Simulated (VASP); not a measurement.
# Cr (P6_3/mmc) in VASP: single point with PBE

Aim: the single point of Cr with PBE.

All numbers are computed with VASP 6.6.1; they aren't measurements. Logs are shortened: lines on timing, memory, paths and dates and some standing lists are left out, and cuts for length are marked.

## 1. The cell of the first run

It takes space group P6_3/mmc (No. 194, hexagonal). The conventional cell has a = 2.133 Å, b = 2.133 Å, c = 3.387 Å, α = 90.00°, β = 90.00°, γ = 120.00°. Cr (site symmetry -6m2) has 12 Cr at 2.09 to 2.13 Å within 2.8 Å.

This isn't the form of Cr at room conditions, which is bcc.

## 2. Single point, PBE, collinear spin, ferromagnetic start

The input, INCAR:

```
SYSTEM = Cr
ALGO = Normal
EDIFF = 1E-6
ENCUT = 700
GGA = PE
GGA_COMPAT = .False.
ISIF = 2
ISMEAR = -1
ISPIN = 2
LASPH = .True.
LCHARG = .False.
LMAXMIX = 4
LORBIT = 11
LREAL = .False.
LWAVE = .False.
MAGMOM = 2 2
NBANDS = 25
NELM = 200
PREC = Accurate
SIGMA = 0.1
```

The input, KPOINTS:

```
k-points
0
Gamma
  20 20 11
  0 0 0
```

The input, POSCAR:

```
Cr
1.0
    2.1327853317      0.0000000000      0.0000000000
   -1.0663926658      1.8470462781      0.0000000000
    0.0000000000      0.0000000000      3.3865090321
Cr
2
Direct
    0.3333333333      0.6666666667      0.2500000000
    0.6666666667      0.3333333333      0.7500000000
```

Potentials or basis: VASP PAW PBE potentials, release 64 (Cr_sv).

Command:

```bash
cat potpaw_PBE.64/Cr_sv/POTCAR > POTCAR
mpirun -np 1 vasp_std > vasp.out
```

OUTCAR:

```text
SYSTEM = Cr
   EDIFF = 1E-6
   ENCUT = 700
   GGA = PE
   ISIF = 2
   ISMEAR = -1
   ISPIN = 2
   LASPH = .True.
   LORBIT = 11
   LREAL = .False.
   NELM = 200
   PREC = Accurate

 ion  position               nearest neighbor table
   1  0.333  0.667  0.250-   2 2.09   2 2.09   2 2.09   2 2.09   2 2.09   2 2.09
   2  0.667  0.333  0.750-   1 2.09   1 2.09   1 2.09   1 2.09   1 2.09   1 2.09

  LATTYP: Found a hexagonal cell.
 ALAT       =     2.1327853317
 C/A-ratio  =     1.5878339849

  Lattice vectors:

 A1 = (   2.1327853317,   0.0000000000,   0.0000000000)
 A2 = (  -1.0663926658,   1.8470462781,   0.0000000000)
 A3 = (   0.0000000000,   0.0000000000,   3.3865090321)

Analysis of symmetry for initial positions (statically):
=====================================================================
 Subroutine PRICEL returns:
 Original cell was already a primitive cell.

 Routine SETGRP: Setting up the symmetry group for a
 hexagonal supercell.

 Subroutine GETGRP returns: Found 24 space group operations
 (whereof 12 operations were pure point group operations)
 out of a pool of 24 trial point group operations.

The static configuration has the point symmetry D_3d.
 The point group associated with its full space group is D_6h.

Analysis of symmetry for dynamics (positions and initial velocities):
=====================================================================
 Subroutine PRICEL returns:
 Original cell was already a primitive cell.

 Routine SETGRP: Setting up the symmetry group for a
 hexagonal supercell.

 Subroutine GETGRP returns: Found 24 space group operations
 (whereof 12 operations were pure point group operations)
 out of a pool of 24 trial point group operations.

The dynamic configuration has the point symmetry D_3d.
 The point group associated with its full space group is D_6h.

Analysis of structural, dynamic, and magnetic symmetry:
=====================================================================
 Subroutine PRICEL returns:
 Original cell was already a primitive cell.

 Routine SETGRP: Setting up the symmetry group for a
 hexagonal supercell.

 Subroutine GETGRP returns: Found 24 space group operations
 (whereof 12 operations were pure point group operations)
 out of a pool of 24 trial point group operations.

The overall configuration has the point symmetry D_3d.
 The point group associated with its full space group is D_6h.

 Subroutine INISYM returns: Found 24 space group operations
 (whereof 12 operations are pure point group operations),
 and found     1 'primitive' translations

----------------------------------------------------------------------------------------

[... 111 lines left out ...]
     AMIX     =   0.40;   BMIX     =  1.00
     AMIX_MAG =   1.60;   BMIX_MAG =  1.00
  volume/ion in A,a.u.               =       6.67        45.01
  Fermi-wavevector in a.u.,A,eV,Ry     =   2.096051  3.960962 59.776225  4.393429
  Thomas-Fermi vector in A             =   3.087129
   LORBIT       =     11    0 simple, 1 ext, 2 COOP (PROOUT), +10 PAW based schemes
   GGA     = PE    functional components
   LHFCALC =     F    Hartree Fock is set to
   AEXX    =    0.0000 exact exchange contribution
   IVDW    =     0    specifies the selected vdW correction
   LEPSILON=     F    determine dielectric tensor
   LRPA    =     F    only Hartree local field effects (RPA)
 spin polarized calculation
  energy-cutoff  :      700.00
  volume of cell :       13.34
 maximum number of plane-waves:       576
   NGX =  9   NGY =  9   NGZ = 15

 number of electron      27.9999998 magnetization       0.0000256

 number of electron      27.9999998 magnetization      -0.0001044

 Free energy of the ion-electron system (eV)
  ---------------------------------------------------
  ext. energy  EPLUGINS =         0.00000000
  ---------------------------------------------------
  free energy    TOTEN  =        -9.91174336 eV

  energy without entropy =       -9.85111176  energy(sigma->0) =       -9.88142756

 E-fermi :  25.6241     XC(G=0): -17.2324

 val. band max:       25.6234252837   @ k =   0.2000   0.0500   0.2727
 cond. band min:      25.6285886594   @ k =   0.4000   0.1500   0.4545
 fundamental gap:      0.0051633757
 Fermi energy:        25.6241486010

 spin component 1

 k-point     1 :       0.0000    0.0000    0.0000
  band No.  band energies     occupation
      1     -47.0232      1.00000
      2     -45.4483      1.00000
      3     -20.0029      1.00000
      4     -16.0058      1.00000
      5     -16.0058      1.00000
      6     -15.4042      1.00000
[... 661 lines left out ...]
     24      50.3771      0.00000
     25      55.1214      0.00000

 [... further k-points ...]

 spin component 2

 k-point     1 :       0.0000    0.0000    0.0000
  band No.  band energies     occupation
      1     -47.0233      1.00000
      2     -45.4483      1.00000
      3     -20.0030      1.00000
      4     -16.0059      1.00000
      5     -16.0059      1.00000
      6     -15.4042      1.00000
[... 661 lines left out ...]
     24      50.3771      0.00000
     25      54.9938      0.00000

 [... further k-points ...]
[... 5 lines left out ...]
  --------------------------------------------------------------------------------------
  -------------------------------------------------------------------------------------
  Total       34.1921940     34.1921940     34.2103957      0.0000000      0.0000000     -0.0000000
  in kB     4106.3918716   4106.3918717   4108.5778405      0.0000001      0.0000000     -0.0000000
  external PRESSURE =    4107.1205279 kB  Pullay stress =       0.0000000 kB

 VOLUME and BASIS-vectors are now :
 -----------------------------------------------------------------------------
  energy-cutoff  :      700.00
  volume of cell :       13.34
      direct lattice vectors                 reciprocal lattice vectors
     2.132785332  0.000000000  0.000000000     0.468870441  0.270702476  0.000000000
    -1.066392666  1.847046278  0.000000000     0.000000000  0.541404951  0.000000000
     0.000000000  0.000000000  3.386509032     0.000000000  0.000000000  0.295289335

 POSITION                                       TOTAL-FORCE (eV/Angst)
 -----------------------------------------------------------------------------------
     -0.00000      1.23136      0.84663        -0.000000     -0.000000      0.000000
      1.06639      0.61568      2.53988         0.000000      0.000000      0.000000
 -----------------------------------------------------------------------------------
    total drift:                               -0.000000      0.000000     -0.000000

  FREE ENERGIE OF THE ION-ELECTRON SYSTEM (eV)
  ---------------------------------------------------
  free  energy   TOTEN  =        -9.9117433569 eV

  energy  without entropy=       -9.8511117554  energy(sigma->0) =       -9.88142756

 total charge

# of ion       s       p       d       tot
------------------------------------------
    1        2.345   6.094   4.382  12.822
    2        2.345   6.094   4.382  12.822
--------------------------------------------------
tot          4.691  12.189   8.764  25.643

 magnetization (x)

# of ion       s       p       d       tot
------------------------------------------
    1       -0.000  -0.000  -0.000  -0.000
    2       -0.000  -0.000  -0.000  -0.000
--------------------------------------------------
tot         -0.000  -0.000  -0.000  -0.000
```

stdout:

```text
POSCAR found type information on POSCAR Cr
 POSCAR found :  1 types and       2 ions
 scaLAPACK will be used
 LDA part: xc-table for (Slater+PW92), standard interpolation
 POSCAR, INCAR and KPOINTS ok, starting setup
 FFT: planning ... GRIDC
 FFT: planning ... GRID_SOFT
 FFT: planning ... GRID
 WAVECAR not read
 entering main loop
```

Wall time 4 min (1 thread of Intel Xeon Platinum 8259CL at 2.50GHz (Skylake/Cascade Lake), shared host); peak memory 0.28 GiB.

What came out:

| Property | Result |
| --- | --- |
| Free energy | -9.9117 eV |
| Pressure | 410.7 GPa |
| Band gap on the k mesh | zero (filled and empty bands overlap) |
| Net moment | 0.00 μB per cell |
| Valence electrons inside the program's atomic spheres | Cr 12.82 |

Levels at points of the mesh, in eV from the Fermi level:
Spin up:
```csv
k point,band 11,band 12,band 13,band 14,band 15,band 16,band 17,band 18
"(0.00, 0.00, 0.00)",-1.56,-1.56,-1.16,-0.31,-0.31,0.65,0.65,4.38
"(0.50, 0.00, 0.00)",-5.51,-2.16,-0.46,0.11,0.48,4.88,5.47,5.54
```
Spin down:
| k point | band 10 | band 11 | band 12 | band 13 | band 14 | band 15 | band 16 | band 17 | band 18 | band 19 |
| --- | --- | --- | --- | --- | --- | --- | --- | --- | --- | --- |
| (0.00, 0.00, 0.00) | -7.22 | -1.56 | -1.56 | -1.16 | -0.31 | -0.31 | 0.65 | 0.65 | 4.38 | 4.38 |
| (0.50, 0.00, 0.00) | -6.91 | -5.51 | -2.16 | -0.46 | 0.11 | 0.48 | 4.88 | 5.47 | 5.54 | 8.81 |

Caveat: the cell stands under pressure; the moments typed at the start vanished in this run.
